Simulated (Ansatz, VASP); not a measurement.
# One calculation of Al, two programs

```
Al
1.0
     2.81946   -0.10188    0.00251
    -1.49796    2.62187    0.15857
     0.00825    0.60655   10.35670
Al
4
Direct
  0.89776 0.74969 0.00198
  0.45369 0.89022 0.25295
  0.04529 0.10721 0.49750
  0.60326 0.25287 0.74758
```

Change from the starting cell: all atoms moved at random, sigma 0.1 Å a component, cell strained at random, sigma 0.1; relaxed back.

Alike in both runs: functional PBEsol; k mesh 12 × 12 × 4; occupations gaussian, width 0.15 eV; no spin polarisation.

Ansatz relaxed the structure, and its values are those at the end. VASP's run is a single point on that final structure, the one shown.

|  | VASP | Ansatz |
| --- | --- | --- |
| version | VASP 6.6.1 | Ansatz 0.2.0 |
| potentials or method | VASP PAW PBE potentials, release 64 (Al), cutoff 520 eV | scalar-relativistic, plane waves, PAW |
| valence electrons in the cell | 12 | 12 |

|  | VASP | Ansatz | Ansatz less VASP |
| --- | --- | --- | --- |
| gap on the k mesh at the Fermi level (eV) | none | none | - |
| pressure (GPa) | -7.2 | -7.2 | -0.04 |

VASP's potentials were made for PBE, not for PBEsol. A gap of «none» marks a metal or a gap that the smearing closes. The functional is the same, so the differences come from potentials, cutoffs and numerics. Ansatz's warnings: stress scf threshold loose.
